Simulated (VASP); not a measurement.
# Al15GeO24 (a cell with a defect) in VASP: electric field gradients with HSE06

Aim: the electric field gradients of Al15GeO24 (a cell with a defect) with HSE06.

Everything below comes from runs of VASP 6.6.1. Logs are shortened: lines on timing, memory, paths and dates and some standing lists are left out, and cuts for length are marked.

### 1 The cell of the first run

The cell holds a defect, 40 atoms: a = 5.181 Å, b = 10.361 Å, c = 10.361 Å, α = 55.29°, β = 55.29°, γ = 55.29°.

### 2 Electric field gradients, HSE06, collinear spin

The input, POSCAR:

```
Al15GeO24
1.0
    2.4039417622      1.3879164235      4.3742070937
   -4.8078835245      2.7758328471      8.7484141875
    0.0000000000     -5.5516656942      8.7484141875
Al Ge O
15 1 24
Direct
    0.6599621073      0.3247265379      0.3220482564
    0.1487951277      0.0750157175      0.0736985040
    0.3543090196      0.1748879486      0.1751377845
    0.6479677952      0.3208487434      0.8296110781
    0.8506979836      0.4268281543      0.9272336757
    0.1550550577      0.0683395594      0.5756937635
    0.3565249228      0.1726355433      0.6781270741
    0.6425927044      0.8293790143      0.3236018244
    0.8560371821      0.9262604021      0.4251507115
    0.1492837635      0.5760142169      0.0706146067
    0.3501598877      0.6801538658      0.1730004222
    0.6483116558      0.8231598311      0.8239288809
    0.8520118336      0.9263037019      0.9261096479
    0.1391550707      0.5743481054      0.5752115032
    0.3476932729      0.6758532446      0.6785381526
    0.8642082916      0.4291862694      0.4320789439
    0.4453928762      0.0275155988      0.3743311190
    0.9480336005      0.1243502803      0.2774538701
    0.0605603832      0.3762478216      0.2117187637
    0.7504305558      0.2218631993      0.0282765005
    0.2847158613      0.2617288392      0.4740171915
    0.5519401398      0.4722057251      0.1260350210
    0.4449130407      0.0275881855      0.8756064851
    0.9455427811      0.1245855018      0.7777556997
    0.0539703041      0.3738776503      0.7213891041
    0.7593412280      0.2118718742      0.5302011074
    0.2491384207      0.2773012964      0.9718274917
    0.5270402350      0.4719811245      0.6417909808
    0.4191020243      0.5286786846      0.3762990086
    0.9416685171      0.6435894384      0.2615010525
    0.0578450403      0.8777250298      0.2214757232
    0.7493526852      0.7228036378      0.0269038141
    0.2514089153      0.7759181635      0.4721739593
    0.5573328949      0.9743533504      0.1234064946
    0.4450200697      0.5284899455      0.8755632499
    0.9374004148      0.6256420184      0.7793825584
    0.0559898529      0.8734115516      0.7229189052
    0.7463916916      0.7212773776      0.5273060593
    0.2521665898      0.7804863486      0.9681795735
    0.5599793971      0.9658093759      0.6267255799
```

The input, INCAR.step1:

```
PREC = Accurate
ENCUT = 520
ISMEAR = -1
SIGMA = 0.01
LREAL = Auto
LASPH = T
NELM = 150
ALGO = Normal
ISIF = 2
LWAVE = T
LCHARG = F
ISPIN = 2
MAGMOM = 0 0 0 0 0 0 0 0 0 0 0 0 0 0 0 0.24 0 0 0.06 0 0.12 0 0 0 0 0.06 0 0.12 0.06 0.14 0 0 0 0 0 0.01 0 0 0 0.01
LORBIT = 11
NUPDOWN = 1.0
GGA = PE
EDIFF = 1E-5
NBANDS = 132
```

The input, INCAR.step2:

```
PREC = Accurate
ENCUT = 520
EDIFF = 1E-8
ISMEAR = -1
SIGMA = 0.01
LREAL = Auto
LASPH = T
NELM = 150
ALGO = Normal
ISIF = 2
LWAVE = F
LCHARG = F
ISPIN = 2
MAGMOM = 0 0 0 0 0 0 0 0 0 0 0 0 0 0 0 0.24 0 0 0.06 0 0.12 0 0 0 0 0.06 0 0.12 0.06 0.14 0 0 0 0 0 0.01 0 0 0 0.01
LORBIT = 11
NUPDOWN = 1.0
GGA = PE
LHFCALC = T
HFSCREEN = 0.2079
PRECFOCK = Fast
LEFG = T
ISTART = 1
NBANDS = 132
```

The input, KPOINTS:

```
Automatic mesh
0
Gamma
  1 1 1
  0.25 0.25 0.25
```

Potentials or basis: VASP PAW PBE potentials, release 64 (Al, Ge_d, O).

Run with:

```
cat potpaw_PBE.64/Al/POTCAR potpaw_PBE.64/Ge_d/POTCAR potpaw_PBE.64/O/POTCAR > POTCAR
cp INCAR.step1 INCAR
mpirun -np 1 vasp_std > vasp.out
cp INCAR.step2 INCAR
mpirun -np 1 vasp_std > vasp.out
```

OUTCAR:

```text
PREC = Accurate
   ENCUT = 520
   EDIFF = 1E-8
   ISMEAR = -1
   LREAL = Auto
   LASPH = T
   NELM = 150
   ISIF = 2
   ISPIN = 2
   LORBIT = 11
   NUPDOWN = 1.0
   GGA = PE
   LHFCALC = T
   HFSCREEN = 0.2079
   PRECFOCK = Fast
   ISTART = 1

 ion  position               nearest neighbor table
   1  0.660  0.325  0.322-  21 1.86  18 1.88  22 1.89  19 1.94  29 1.97  26 2.00  16 2.77   3 2.79
                            11 2.85   7 2.86   5 3.24   9 3.26
   2  0.149  0.075  0.074-  31 1.86  20 1.87  23 1.87  27 1.97  18 1.98  34 1.99   3 2.66   9 2.81
                            13 2.82   5 2.82  11 3.23   7 3.24   3 3.25
   3  0.354  0.175  0.175-  19 1.85  20 1.87  17 1.87  34 1.96  18 1.98  27 1.99   2 2.66   8 2.77
                             4 2.77   1 2.79   2 3.25   6 3.27  10 3.28
   4  0.648  0.321  0.830-  28 1.85  27 1.87  24 1.88  20 1.95  25 1.98  35 2.00   5 2.67   3 2.77
                             7 2.84  15 2.85  13 3.23   5 3.26
   5  0.851  0.427  0.927-  36 1.86  22 1.87  27 1.87  35 1.98  20 2.00  25 2.02   4 2.67  10 2.81
                            14 2.81   2 2.82  12 3.24   1 3.24   4 3.26
   6  0.155  0.068  0.576-  37 1.86  26 1.86  17 1.87  40 1.97  21 1.97  24 2.00   7 2.69   9 2.80
                            13 2.81  16 2.88  15 3.21   7 3.26   3 3.27
   7  0.357  0.173  0.678-  23 1.85  26 1.87  25 1.88  21 1.94  24 1.99  40 2.02   6 2.69  12 2.80
                             4 2.84   1 2.86   2 3.24   6 3.26  14 3.27
   8  0.643  0.829  0.324-  30 1.84  34 1.87  33 1.88  17 1.94  38 1.98  31 2.01   9 2.67   3 2.77
                            11 2.84  15 2.85   9 3.22  13 3.25
   9  0.856  0.926  0.425-  18 1.87  40 1.87  33 1.87  31 1.97  17 2.00  38 2.02   8 2.67   6 2.80
[... 37 lines left out ...]
  39  0.252  0.780  0.968-  12 1.85  13 1.87  11 1.99  10 2.00
  40  0.560  0.966  0.627-  12 1.85   9 1.87   6 1.97   7 2.02

  LATTYP: Found a base centered monoclinic cell.
 ALAT       =    14.1357249094
 B/A-ratio  =     0.6802457681
 C/A-ratio  =     0.3664920514
 COS(beta)  =    -0.1016821369

  Lattice vectors:

 A1 = (   7.2118252867,  -1.3879164236,  -4.3742070938)
 A2 = (   2.4039417622,   6.9395821177,  -4.3742070938)
 A3 = (   2.4039417622,   1.3879164235,   4.3742070937)

Analysis of symmetry for initial positions (statically):
=====================================================================
 Subroutine PRICEL returns:
 Original cell was already a primitive cell.

 Routine SETGRP: Setting up the symmetry group for a
 base centered monoclinic supercell.

[... 505 lines left out ...]
 -----------------------------------------------------------------------------------
      0.02526      0.02945      8.54506         0.017240     -0.005155     -0.009448
     -0.00297      0.00560      1.95187         0.000637     -0.008078      0.032914
      0.01090      0.00490      4.61199        -0.019125      0.009084     -0.029323
      0.01507     -2.81578     12.89904        -0.031127     -0.014983      0.026994
     -0.00711     -2.78219     15.56702        -0.012292     -0.004777     -0.017492
      0.04417     -2.79116      6.31251         0.024010     -0.002413      0.015284
[... 32 lines left out ...]
     -3.14629     -2.85852     16.40108         0.017276     -0.013367      0.007407
     -3.29734     -0.02124     16.38162        -0.024739     -0.005666     -0.002883
 -----------------------------------------------------------------------------------
    total drift:                               -0.003867     -0.003309      0.006033

  FREE ENERGIE OF THE ION-ELECTRON SYSTEM (eV)
  ---------------------------------------------------
  free  energy   TOTEN  =      -355.7368700529 eV

  energy  without entropy=     -355.7368700529  energy(sigma->0) =     -355.73687005

 Electric field gradients (V/A^2)
---------------------------------------------------------------------
 ion       V_xx      V_yy      V_zz      V_xy      V_xz      V_yz
---------------------------------------------------------------------
   1      -2.479    -4.135     6.614    -0.991     1.184    -4.621
   2      -1.335    -4.709     6.044     1.435     1.745    -1.802
   3      -6.128    -0.939     7.067     0.491     2.474    -1.536
   4      -2.358    -2.667     5.026     1.093    -4.454     1.171
   5      -4.595    -3.494     8.088     1.212    -0.603    -1.352
   6      -2.984    -3.032     6.016     0.561    -2.874    -1.572
[... 32 lines left out ...]
  39       0.631    -2.186     1.555    -6.948    31.280    18.269
  40       5.565    -6.059     0.494     6.443     2.365   -37.451
---------------------------------------------------------------------

 Electric field gradients after diagonalization (V/A^2)
 (convention: |V_zz| > |V_xx| > |V_yy|)
----------------------------------------------------------------------
 ion       V_xx      V_yy      V_zz     asymmetry (V_yy - V_xx)/ V_zz
----------------------------------------------------------------------
   1      -5.930    -2.591     8.521       0.392
   2      -5.693    -0.933     6.626       0.718
   3      -6.679    -1.071     7.750       0.724
   4      -5.301    -1.855     7.156       0.481
   5      -5.380    -2.907     8.287       0.298
   6      -3.841    -3.288     7.129       0.078
[... 32 lines left out ...]
  39      34.461     4.532   -38.993       0.768
  40      35.047     6.193   -41.240       0.700
----------------------------------------------------------------------

           NMR quadrupolar parameters

 Cq : quadrupolar parameter    Cq=e*Q*V_zz/h
 eta: asymmetry parameters     (V_yy - V_xx)/ V_zz
 Q  : nuclear electric quadrupole moment in mb (millibarn)
----------------------------------------------------------------------
 ion       Cq(MHz)       eta       Q (mb)
----------------------------------------------------------------------
   1       0.021       0.392       1.000
   2       0.016       0.718       1.000
   3       0.019       0.724       1.000
   4       0.017       0.481       1.000
   5       0.020       0.298       1.000
   6       0.017       0.078       1.000
[... 32 lines left out ...]
  39      -0.094       0.768       1.000
  40      -0.100       0.700       1.000
----------------------------------------------------------------------

 total charge

# of ion       s       p       d       tot
------------------------------------------
    1        0.341   0.397   0.000   0.738
    2        0.345   0.400   0.000   0.745
    3        0.347   0.403   0.000   0.750
    4        0.345   0.403   0.000   0.748
    5        0.343   0.394   0.000   0.737
    6        0.344   0.401   0.000   0.745
[... 32 lines left out ...]
   39        1.553   3.658   0.000   5.210
   40        1.552   3.656   0.000   5.208
--------------------------------------------------
tot         43.667  94.321  10.228 148.217

 magnetization (x)

# of ion       s       p       d       tot
------------------------------------------
    1       -0.000  -0.000   0.000  -0.001
    2        0.001   0.000   0.000   0.001
    3        0.001   0.001   0.000   0.002
    4        0.000   0.000   0.000   0.001
    5        0.000  -0.000   0.000   0.000
    6       -0.001  -0.001   0.000  -0.001
[... 32 lines left out ...]
   39        0.001   0.003   0.000   0.004
   40        0.001   0.004   0.000   0.006
--------------------------------------------------
tot          0.448   0.451   0.000   0.899
```

Run time: 27 min. Hardware: 1 thread of Intel Xeon 6975P-C (Granite Rapids), shared host; peak memory 0.98 GiB.

Results:

```yaml
Free_energy: -355.7369 eV
Pressure: -3.5 GPa
Largest_force: 0.179 eV/Å
Net_moment: 1.00 μB per cell
Site_moments: Al -0.00, +0.00 (each value once); Ge +0.37; O -0.00, +0.00, +0.05, +0.11, +0.06, +0.12, +0.01 (each value once) μB
Largest_electric_field_gradient_by_atom: Al +8.5, +6.6, +7.8, +7.2, +8.3, +7.1, +10.4, +9.1, -6.9, +8.0, +6.8, +6.5, +5.8, -8.4 (each value once); Ge +40.2; O -38.9, -37.8, -38.7, -41.2, -44.7, -39.2, -41.1, -40.9, -42.0, -38.1, -46.5, -39.9, -40.4, -39.3, -40.0, -38.5, -41.4, -39.0 (each value once) V/Å²
Valence_electrons_inside_the_program's_atomic_spheres: Al 0.74, 0.75 (each value once); Ge 12.26; O 5.21, 5.18, 5.19, 5.20, 5.17 (each value once)
```

Forces in eV/Å, atoms in the order of the input:
```
Al   0.017 -0.005 -0.009
Al   0.001 -0.008  0.033
Al  -0.019  0.009 -0.029
Al  -0.031 -0.015  0.027
Al  -0.012 -0.005 -0.017
Al   0.024 -0.002  0.015
Al   0.027  0.023 -0.043
Al   0.010  0.027  0.019
Al  -0.007  0.008 -0.020
Al  -0.002  0.020  0.019
Al  -0.020 -0.028 -0.044
Al   0.006 -0.002 -0.002
Al   0.007 -0.006 -0.027
Al  -0.018 -0.010  0.017
Al   0.008 -0.023 -0.035
Ge   0.060 -0.041 -0.004
O    0.057 -0.006 -0.020
O    0.035  0.042  0.002
O   -0.015 -0.087  0.031
O   -0.023  0.046 -0.018
O   -0.171 -0.046 -0.026
O   -0.032  0.020 -0.012
O    0.024  0.013 -0.001
O    0.016  0.025  0.004
O   -0.020 -0.027 -0.009
O   -0.051  0.062  0.096
O    0.024 -0.035 -0.005
O    0.065  0.135 -0.012
O    0.051  0.014  0.039
O    0.076 -0.066  0.008
O   -0.027 -0.017  0.017
O   -0.024  0.035 -0.007
O    0.000 -0.030 -0.004
O   -0.051 -0.003  0.006
O    0.027 -0.013  0.012
O    0.008  0.016  0.004
O   -0.007 -0.018 -0.002
O   -0.006  0.016 -0.003
O    0.017 -0.013  0.007
O   -0.025 -0.006 -0.003
```

Electric field gradients, principal values (V/Å²):
```csv
atom,least,middle,greatest (by size)
1 Al,-2.591,-5.930,8.521
2 Al,-0.933,-5.693,6.626
3 Al,-1.071,-6.679,7.750
4 Al,-1.855,-5.301,7.156
5 Al,-2.907,-5.380,8.287
6 Al,-3.288,-3.841,7.129
7 Al,-1.296,-9.093,10.389
8 Al,-1.156,-7.988,9.143
9 Al,-2.289,-6.235,8.524
10 Al,0.295,6.573,-6.869
11 Al,-0.590,-7.448,8.038
12 Al,-2.642,-4.177,6.819
13 Al,-1.965,-4.527,6.492
14 Al,-1.447,-4.338,5.785
15 Al,0.202,8.151,-8.353
16 Ge,-19.070,-21.156,40.226
17 O,7.162,31.702,-38.864
18 O,6.806,31.028,-37.834
19 O,8.793,29.886,-38.679
20 O,8.706,32.483,-41.189
21 O,4.057,40.620,-44.678
22 O,11.712,27.484,-39.196
23 O,9.478,31.648,-41.126
24 O,10.864,30.010,-40.874
25 O,9.058,29.808,-38.866
26 O,11.232,27.955,-39.187
27 O,6.185,35.851,-42.035
28 O,6.110,38.583,-44.694
29 O,9.705,28.410,-38.114
30 O,7.650,38.840,-46.490
31 O,13.593,25.282,-38.875
32 O,7.052,32.857,-39.909
33 O,10.226,30.221,-40.447
34 O,5.886,33.371,-39.257
35 O,14.361,25.592,-39.953
36 O,5.784,32.726,-38.510
37 O,10.721,31.282,-42.003
38 O,11.527,29.912,-41.439
39 O,4.532,34.461,-38.993
40 O,6.193,35.047,-41.240
```

Caveat: the k points lie up to 1.22 Å⁻¹ apart, too coarse for converged energies, forces and pressures; without QUAD_EFG the Cq values of the log hold for a quadrupole moment of 1 mb, not for the nuclei; the PAW data sets were made with another functional, which shifts forces and pressure a little; the total moment is fixed, so each spin has its own Fermi level and the state may be an excited one.
